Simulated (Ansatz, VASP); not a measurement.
Hf2SiBr in VASP and in Ansatz

```
CELL_PARAMETERS angstrom
3.99522 0.00000 0.00000
-1.99761 3.45996 0.00000
0.00000 0.00000 7.23898
ATOMIC_POSITIONS crystal
Hf 0.00000 0.00000 0.24592
Hf 0.00000 0.00000 0.75408
Si 0.00000 0.00000 0.00000
Br 0.00000 0.00000 0.50000
```

Alike in both runs: task single point; functional PBE; k mesh 6 × 6 × 4; occupations gaussian, width 0.1 eV; no spin polarisation.

|  | VASP | Ansatz |
| --- | --- | --- |
| version | VASP 6.6.1 | Ansatz 0.2.0 |
| potentials or method | VASP PAW PBE potentials, release 64 (Hf_pv, Si, Br), cutoff 520 eV | scalar-relativistic, plane waves, PAW |
| valence electrons in the cell | 31 | 63 |

VASP gave:

```
gap on the k mesh at the Fermi level (eV) : none
rms of the force components (eV/Å)        : 3.061
```

What did Ansatz give for the same quantities?

gap on the k mesh at the Fermi level (eV): none; rms of the force components (eV/Å): 3.005.

Atom by atom the forces differ by 0.057 eV/Å (rms over components). A gap of «none» marks a metal or a gap that the smearing closes. VASP's potentials hold 31 valence electrons a cell and Ansatz's 63, so a difference there can come from the potentials and not from the codes.

Spin-orbit coupling is off throughout.
